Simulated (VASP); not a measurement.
Set up this calculation in VASP 6.6.1, as the native input.

```
Task                   : single point
Functional             : PBEsol
Potentials or basis    : VASP PAW PBE potentials, release 64 (Pt)
Cutoff                 : 520 eV
k mesh                 : 13 × 13 × 13
Occupations            : fermi-dirac, width 0.05 eV
Spin                   : no spin polarisation
Dipole correction      : no
Further INCAR settings : ALGO = Normal; EDIFF = 1e-06; NBANDS = 11
```

The structure of Pt lies in POSCAR:

```
Pt
1.0
    2.7031248932     -0.0000000150     -0.0000000259
   -0.9010416170      2.5485305948     -0.0000000259
   -0.9010416170     -1.2742652600      2.2070922590
Pt
1
Direct
    0.0000000000      0.0000000000      0.0000000000
```

The input as run:

INCAR

```
ALGO = Normal
EDIFF = 1E-6
ENCUT = 520
GGA = PS
ISIF = 2
ISMEAR = -1
LASPH = True
LCHARG = False
LREAL = False
LWAVE = False
NBANDS = 11
NELM = 60
PREC = Accurate
SIGMA = 0.05
```

KPOINTS

```
k-points
0
Gamma
  13 13 13
```

Potentials or basis: VASP PAW PBE potentials, release 64 (Pt).

Command:

```bash
$ cat potpaw_PBE.64/Pt/POTCAR > POTCAR
$ mpirun -np 1 vasp_std > vasp.out
```

It gave:

```yaml
Pressure: -0.4 GPa
Band_gap_on_the_k_mesh: zero (band 5 reaches 11.71 eV, above the bottom of band 6 at 9.50 eV)
```

Caveat: the PAW data sets were made with another functional, which shifts forces and pressure a little; spin-orbit coupling is left out, which moves the levels of the heavy elements.

Wall time 7.9 s on 1 thread of AMD EPYC 7R13 Processor (Zen 3), on a shared host, peak memory 0.1 GiB.
